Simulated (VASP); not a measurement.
HfSiO4:

```xyz
6
Lattice="3.3390 0.0000 0.0000 0.0000 3.3390 0.0000 0.0000 0.0000 5.7441" Properties=species:S:1:pos:R:3 pbc="T T T"
Hf    0.0000    0.0000    0.0000
Si    1.6695    1.6695    2.8720
O     1.6695    1.6695    4.4898
O     1.6695    1.6695    1.2543
O     1.6695    0.0000    2.8720
O     0.0000    1.6695    2.8720
```

```yaml
Program: VASP 6.6.1
Task: relaxation of cell and atoms
Functional: PBEsol
Potentials_or_basis: VASP PAW PBE potentials, release 64 (Hf_pv, Si, O)
Cutoff: 600 eV
k_mesh: 6 × 6 × 4
Occupations: fermi-dirac, width 0.03 eV
Spin: no spin polarisation
```

At the start: pressure 0.3 GPa; volume 10.67 Å³/atom.

Problem. How do energy, volume and symmetry change on relaxing?

Solution. Over 11 steps the energy falls by 345.7 meV/atom and the volume is 10.27 Å³/atom (-3.8 %); space group P4/mmm (No. 123, to 0.1 Å) before and after.

The path:
```
step  energy change (eV)  largest force (eV/Å)  pressure (GPa)  volume (Å³)
   1              0.0000                8.3187            0.34        64.04
   2             -0.7711                6.9176           -0.86        63.93
   3             -1.9000                0.7775          -10.81        64.06
   4             -1.8652                0.2306           17.14        58.15
   5             -2.0632                0.5011            0.92        61.14
   6             -2.0632                0.4960            1.18        61.08
   7             -2.0722                0.2677            0.07        61.56
   8             -2.0737                0.0643            0.36        61.43
   9             -2.0742                0.0229           -0.16        61.60
  10             -2.0743                0.0129           -0.28        61.65
  11             -2.0744                0.0050            0.07        61.60
```

Final structure:
```cif
data_structure
_symmetry_space_group_name_H-M 'P 1'
_symmetry_Int_Tables_number 1
_cell_length_a 3.1839
_cell_length_b 3.1839
_cell_length_c 6.0768
_cell_angle_alpha 90.000
_cell_angle_beta 90.000
_cell_angle_gamma 90.000
_cell_volume 61.60
loop_
_atom_site_label
_atom_site_type_symbol
_atom_site_fract_x
_atom_site_fract_y
_atom_site_fract_z
_atom_site_occupancy
Hf1 Hf 0.00000 0.00000 0.00000 1
Si1 Si 0.50000 0.50000 0.50000 1
O1 O 0.50000 0.50000 0.81968 1
O2 O 0.50000 0.50000 0.18032 1
O3 O 0.50000 0.00000 0.50000 1
O4 O 0.00000 0.50000 0.50000 1
```

Caveat: the PAW data sets were made with another functional, which shifts forces and pressure a little.
